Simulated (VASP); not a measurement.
Set up this calculation in VASP 6.6.1, as the native input.

```yaml
Task: single point
Functional: PBE
Potentials_or_basis: VASP PAW PBE potentials, release 64 (In_d, Sb)
Cutoff: 520 eV
k_mesh: 14 × 14 × 14
Occupations: gaussian, width 0.15 eV
Spin: no spin polarisation
Dipole_correction: no
Further_INCAR_settings: ALGO = Normal; EDIFF = 1e-06; NBANDS = 16
```

The structure of InSb lies in POSCAR:

```
InSb
1.0
    0.0000000000      2.9908983404      2.9908983404
    2.9908983404      0.0000000000      2.9908983404
    2.9908983404      2.9908983404      0.0000000000
In Sb
1 1
Direct
    0.0000000000      0.0000000000      0.0000000000
    0.5000000000      0.5000000000      0.5000000000
```

These files were run (other wordings do the same):

INCAR

```
PREC = Accurate ; ENCUT = 520
EDIFF = 1E-6 ; ISMEAR = 0
SIGMA = 0.15 ; LREAL = F
LASPH = T ; NELM = 80
ALGO = Normal ; ISIF = 2
LWAVE = F ; LCHARG = F
GGA = PE ; NBANDS = 16
```

KPOINTS

```
Automatic mesh
0
Gamma
  14 14 14
```

Potentials or basis: VASP PAW PBE potentials, release 64 (In_d, Sb).

Launch:

```console
$ cat potpaw_PBE.64/In_d/POTCAR potpaw_PBE.64/Sb/POTCAR > POTCAR
$ mpirun -np 1 vasp_std > vasp.out
```

Results of the run:

```json
{"Pressure": "4.8 GPa", "Band gap on the k mesh": "zero (bands 9 and 10 overlap by 2.98 eV)"}
```

Caveat: the cell stands under pressure; spin-orbit coupling is left out, which moves the levels of the heavy elements.

Run time: 53 s on 1 thread of AMD EPYC 7R13 Processor (Zen 3), on a shared host, peak memory 0.21 GiB.
